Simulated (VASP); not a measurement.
# InPd (Pm-3m) in VASP: notebook

Runs on InPd. Level: PBEsol. Tasks: single point, relaxation of cell and atoms.

Everything below comes from runs of VASP 6.6.1. Logs are shortened: lines on timing, memory, paths and dates and some standing lists are left out, and cuts for length are marked.

### 1 The cell of the first run

It takes space group Pm-3m (No. 221, cubic). Conventional cell: a = 3.247 Å, b = 3.247 Å, c = 3.247 Å, α = 90.00°, β = 90.00°, γ = 90.00°. Within 3.7 Å of In (site symmetry m-3m) lie 8 Pd at 2.81 Å and 6 In at 3.25 Å. Within 3.7 Å of Pd (site symmetry m-3m) lie 8 In at 2.81 Å and 6 Pd at 3.25 Å.

### 2 Single point, PBEsol

The input, INCAR:

```
PREC = Accurate
ENCUT = 520
EDIFF = 1E-6
ISMEAR = 0
SIGMA = 0.1
LREAL = F
LASPH = T
NELM = 60
ALGO = Normal
ISIF = 2
LWAVE = F
LCHARG = F
GGA = PS
NBANDS = 18
```

The input, KPOINTS:

```
Automatic mesh
0
Gamma
  14 14 14
```

The input, POSCAR:

```
InPd
1.0
    3.2466286217      0.0000000000      0.0000000000
    0.0000000000      3.2466286217      0.0000000000
    0.0000000000      0.0000000000      3.2466286217
In Pd
1 1
Direct
    0.0000000000      0.0000000000      0.0000000000
    0.5000000000      0.5000000000      0.5000000000
```

Potentials or basis: VASP PAW PBE potentials, release 64 (In_d, Pd).

The run is started by

```sh
$ cat potpaw_PBE.64/In_d/POTCAR potpaw_PBE.64/Pd/POTCAR > POTCAR
$ mpirun -np 1 vasp_std > vasp.out
```

OUTCAR:

```text
PREC = Accurate
   ENCUT = 520
   EDIFF = 1E-6
   ISMEAR = 0
   LREAL = F
   LASPH = T
   NELM = 60
   ISIF = 2
   GGA = PS

 ion  position               nearest neighbor table
   1  0.000  0.000  0.000-   2 2.81   2 2.81   2 2.81   2 2.81   2 2.81   2 2.81   2 2.81   2 2.81

   2  0.500  0.500  0.500-   1 2.81   1 2.81   1 2.81   1 2.81   1 2.81   1 2.81   1 2.81   1 2.81

  LATTYP: Found a simple cubic cell.
 ALAT       =     3.2466286217

  Lattice vectors:

 A1 = (   3.2466286217,   0.0000000000,   0.0000000000)
 A2 = (   0.0000000000,   3.2466286217,   0.0000000000)
 A3 = (   0.0000000000,   0.0000000000,   3.2466286217)

Analysis of symmetry for initial positions (statically):
=====================================================================
 Subroutine PRICEL returns:
 Original cell was already a primitive cell.

 Routine SETGRP: Setting up the symmetry group for a
 simple cubic supercell.

 Subroutine GETGRP returns: Found 48 space group operations
 (whereof 48 operations were pure point group operations)
 out of a pool of 48 trial point group operations.

The static configuration has the point symmetry O_h .

Analysis of symmetry for dynamics (positions and initial velocities):
=====================================================================
 Subroutine PRICEL returns:
 Original cell was already a primitive cell.

 Routine SETGRP: Setting up the symmetry group for a
 simple cubic supercell.

 Subroutine GETGRP returns: Found 48 space group operations
 (whereof 48 operations were pure point group operations)
 out of a pool of 48 trial point group operations.

The dynamic configuration has the point symmetry O_h .

 Subroutine INISYM returns: Found 48 space group operations
 (whereof 48 operations are pure point group operations),
 and found     1 'primitive' translations

----------------------------------------------------------------------------------------

                                     Primitive cell

  volume of cell :      34.2214

  direct lattice vectors                    reciprocal lattice vectors
     3.246628622  0.000000000  0.000000000     0.308011823  0.000000000  0.000000000
     0.000000000  3.246628622  0.000000000     0.000000000  0.308011823  0.000000000
     0.000000000  0.000000000  3.246628622     0.000000000  0.000000000  0.308011823

  length of vectors
     3.246628622  3.246628622  3.246628622     0.308011823  0.308011823  0.308011823

  position of ions in fractional coordinates (direct lattice)
     0.000000000  0.000000000  0.000000000
     0.500000000  0.500000000  0.500000000

  ion indices of the primitive-cell ions
   primitive index   ion index
                 1           1
                 2           2

----------------------------------------------------------------------------------------

 KPOINTS: Automatic mesh

Automatic generation of k-mesh.
 Grid dimensions read from file:
 generate k-points for:   14   14   14

 Generating k-lattice:

  Cartesian coordinates                     Fractional coordinates (reciprocal lattice)
     0.022000844  0.000000000  0.000000000     0.071428571  0.000000000  0.000000000
     0.000000000  0.022000844  0.000000000     0.000000000  0.071428571  0.000000000
     0.000000000  0.000000000  0.022000844     0.000000000  0.000000000  0.071428571

  Length of vectors
     0.022000844  0.022000844  0.022000844

  Shift w.r.t. Gamma in fractional coordinates (k-lattice)
     0.000000000  0.000000000  0.000000000

 Subroutine IBZKPT returns following result:
 ===========================================

 Found    120 irreducible k-points:

 Following reciprocal coordinates:
            Coordinates               Weight
  0.000000  0.000000  0.000000      1.000000
  0.071429  0.000000  0.000000      6.000000
  0.142857  0.000000  0.000000      6.000000
  0.214286  0.000000  0.000000      6.000000
  0.285714  0.000000  0.000000      6.000000
  0.357143  0.000000  0.000000      6.000000
[... 16 lines left out ...]
  0.285714  0.214286  0.000000     24.000000
  0.357143  0.214286  0.000000     24.000000
 [... further k-points ...]
   k-points           NKPTS =    120   k-points in BZ     NKDIM =    120   number of bands    NBANDS=     18
   number of dos      NEDOS =    301   number of ions     NIONS =      2
   total plane-waves  NPLWV =  13824
   dimension x,y,z NGX =    24 NGY =   24 NGZ =   24
   dimension x,y,z NGXF=    48 NGYF=   48 NGZF=   48
   ions per type =               1   1
   NGX,Y,Z   is equivalent  to a cutoff of  12.29, 12.29, 12.29 a.u.
   NGXF,Y,Z  is equivalent  to a cutoff of  24.58, 24.58, 24.58 a.u.
 SYSTEM =  unknown system
   PREC   = accura    normal or accurate (medium, high low for compatibility)
   ISTART =      0    job   : 0-new  1-cont  2-samecut
   ICHARG =      2    charge: 1-file 2-atom 10-const
   ISPIN  =      1    spin polarized calculation?
   LNONCOLLINEAR =      F non collinear calculations
   LSORBIT =      F    spin-orbit coupling
   LASPH  =      T    aspherical Exc in radial PAW
   ENCUT  =  520.0 eV  38.22 Ry    6.18 a.u.   6.04  6.04  6.04*2*pi/ulx,y,z
   NELM   =     60;   NELMIN=  2; NELMDL= -5     # of ELM steps
   EDIFF  = 0.1E-05   stopping-criterion for ELM
   LREAL  =      F    real-space projection
   EDIFFG = 0.1E-04   stopping-criterion for IOM
   NSW    =      0    number of steps for IOM
   IBRION =     -1    ionic relax: 0-MD 1-quasi-New 2-CG
   NFREE  =      0    steps in history (QN), initial steepest desc. (CG)
   ISIF   =      2    stress and relaxation
   ISYM   =      2    0-nonsym 1-usesym 2-fastsym
   POTIM  = 0.5000    time-step for ionic-motion
   TEBEG  =    0.0;   TEEND  =   0.0 temperature during run
   PSTRESS=    0.0 pullay stress
   NELECT =      23.0000    total number of electrons
   NUPDOWN=      -1.0000    fix difference up-down
   EMIN   =  10.00;   EMAX   =-10.00  energy-range for DOS
   EFERMI =   0.00;   METHOD = LEGACY
   ISMEAR =     0;   SIGMA  =   0.10  broadening in eV -4-tet -1-fermi 0-gaus
   EFERMI_NEDOS =   21; number of points for ismear=-14 and -15
   IALGO  =     38    algorithm
   IMIX   =      4    mixing-type and parameters
     AMIX     =   0.40;   BMIX     =  1.00
     AMIX_MAG =   1.60;   BMIX_MAG =  1.00
  volume/ion in A,a.u.               =      17.11       115.47
  Fermi-wavevector in a.u.,A,eV,Ry     =   1.434008  2.709882 27.978724  2.056378
  Thomas-Fermi vector in A             =   2.553463
   LORBIT       =      0    0 simple, 1 ext, 2 COOP (PROOUT), +10 PAW based schemes
   GGA     = PS    functional components
   LHFCALC =     F    Hartree Fock is set to
   AEXX    =    0.0000 exact exchange contribution
   IVDW    =     0    specifies the selected vdW correction
   LEPSILON=     F    determine dielectric tensor
   LRPA    =     F    only Hartree local field effects (RPA)
 non-spin polarized calculation
 Gauss-broadening in eV      SIGMA  =   0.10
  energy-cutoff  :      520.00
  volume of cell :       34.22
 maximum number of plane-waves:       942
   NGX = 13   NGY = 13   NGZ = 13

 number of electron      22.9999988 magnetization

 Free energy of the ion-electron system (eV)
  ---------------------------------------------------
  ext. energy  EPLUGINS =         0.00000000
  ---------------------------------------------------
  free energy    TOTEN  =       -10.00342991 eV

  energy without entropy =      -10.00016443  energy(sigma->0) =      -10.00179717

 E-fermi :  10.7414     XC(G=0): -12.5359

 val. band max:       10.7234457271   @ k =   0.2857   0.0714   0.0000
 cond. band min:      10.7844660345   @ k =   0.5000   0.5000   0.4286
 fundamental gap:      0.0610203074
 Fermi energy:        10.7414015707

 k-point     1 :       0.0000    0.0000    0.0000
  band No.  band energies     occupation
      1      -4.2509      2.00000
      2      -4.2509      2.00000
      3      -3.8085      2.00000
      4      -3.8085      2.00000
      5      -3.8085      2.00000
      6       0.3748      2.00000
[... 10 lines left out ...]
     17      21.4317      0.00000
     18      26.7295      0.00000

 k-point     2 :       0.0714    0.0000    0.0000
  band No.  band energies     occupation
      1      -4.2477      2.00000
      2      -4.2322      2.00000
      3      -3.8142      2.00000
      4      -3.8142      2.00000
      5      -3.8067      2.00000
      6       0.4576      2.00000
[... 10 lines left out ...]
     17      21.8862      0.00000
     18      26.5715      0.00000

 k-point     3 :       0.1429    0.0000    0.0000
  band No.  band energies     occupation
      1      -4.2386      2.00000
      2      -4.1796      2.00000
      3      -3.8301      2.00000
      4      -3.8301      2.00000
      5      -3.8017      2.00000
      6       0.7054      2.00000
[... 10 lines left out ...]
     17      23.3874      0.00000
     18      26.1107      0.00000

 k-point     4 :       0.2143    0.0000    0.0000
  band No.  band energies     occupation
      1      -4.2255      2.00000
      2      -4.1039      2.00000
      3      -3.8531      2.00000
      4      -3.8531      2.00000
      5      -3.7945      2.00000
      6       1.1167      2.00000
[... 375 lines left out ...]
      4      -3.8675      2.00000
      5      -3.8341      2.00000
      6       1.8224      2.00000
[... 10 lines left out ...]
     17      24.6077      0.00000
     18      25.5356      0.00000

 k-point    23 :       0.2857    0.2143    0.0000
  band No.  band energies     occupation
      1      -4.1317      2.00000
      2      -3.9664      2.00000
      3      -3.9315      2.00000
      4      -3.8896      2.00000
      5      -3.8427      2.00000
      6       2.3496      2.00000
[... 10 lines left out ...]
     17      24.2644      0.00000
     18      25.5072      0.00000

 k-point    24 :       0.3571    0.2143    0.0000
  band No.  band energies     occupation
      1      -4.1179      2.00000
      2      -4.0019      2.00000
      3      -3.9139      2.00000
      4      -3.8584      2.00000
      5      -3.8459      2.00000
      6       2.9891      2.00000
[... 10 lines left out ...]
     17      23.7050      0.00000
     18      24.2018      0.00000

 [... further k-points ...]

------------------------ aborting loop because EDIFF is reached ----------------------------------------

  FORCE on cell =-STRESS in cart. coord.  units (eV):
  Direction    XX          YY          ZZ          XY          YZ          ZX
  --------------------------------------------------------------------------------------
  -------------------------------------------------------------------------------------
  Total        0.0418419      0.0418419      0.0418419     -0.0000000      0.0000000     -0.0000000
  in kB        1.9589542      1.9589542      1.9589542     -0.0000000      0.0000000     -0.0000000
  external PRESSURE =       1.9589542 kB  Pullay stress =       0.0000000 kB

 VOLUME and BASIS-vectors are now :
 -----------------------------------------------------------------------------
  energy-cutoff  :      520.00
  volume of cell :       34.22
      direct lattice vectors                 reciprocal lattice vectors
     3.246628622  0.000000000  0.000000000     0.308011823  0.000000000  0.000000000
     0.000000000  3.246628622  0.000000000     0.000000000  0.308011823  0.000000000
     0.000000000  0.000000000  3.246628622     0.000000000  0.000000000  0.308011823

 POSITION                                       TOTAL-FORCE (eV/Angst)
 -----------------------------------------------------------------------------------
      0.00000      0.00000      0.00000         0.000000      0.000000      0.000000
      1.62331      1.62331      1.62331         0.000000      0.000000      0.000000
 -----------------------------------------------------------------------------------
    total drift:                                0.000000      0.000000     -0.000000

  FREE ENERGIE OF THE ION-ELECTRON SYSTEM (eV)
  ---------------------------------------------------
  free  energy   TOTEN  =       -10.0034299071 eV

  energy  without entropy=      -10.0001644278  energy(sigma->0) =      -10.00179717
```

Wall time 58 s (1 thread of AMD EPYC 7R13 (Zen 3), shared host); peak memory 0.17 GiB.

Results:

```
Free energy : -10.0034 eV
Pressure    : 0.2 GPa
```

Levels at points of the mesh, in eV from the Fermi level:
| k point | band 9 | band 10 | band 11 | band 12 | band 13 | band 14 | band 15 | band 16 |
| --- | --- | --- | --- | --- | --- | --- | --- | --- |
| (0.00, 0.00, 0.00) | -2.38 | -2.38 | -2.38 | 4.15 | 4.15 | 4.15 | 9.61 | 10.69 |
| (0.50, 0.00, 0.00) | -3.42 | -3.42 | -2.47 | -1.19 | 9.67 | 9.67 | 9.91 | 10.77 |
| (0.50, 0.50, 0.00) | -2.80 | -2.51 | -2.51 | -1.78 | 1.50 | 2.45 | 9.53 | 11.30 |
| (0.50, 0.50, 0.50) | -1.74 | -1.74 | -0.09 | 3.73 | 3.73 | 3.73 | 4.42 | 4.42 |

Caveat: the PAW data sets were made with another functional, which shifts forces and pressure a little; spin-orbit coupling is left out, which moves the levels of the heavy elements.

(Continued in part 2 of 2.)
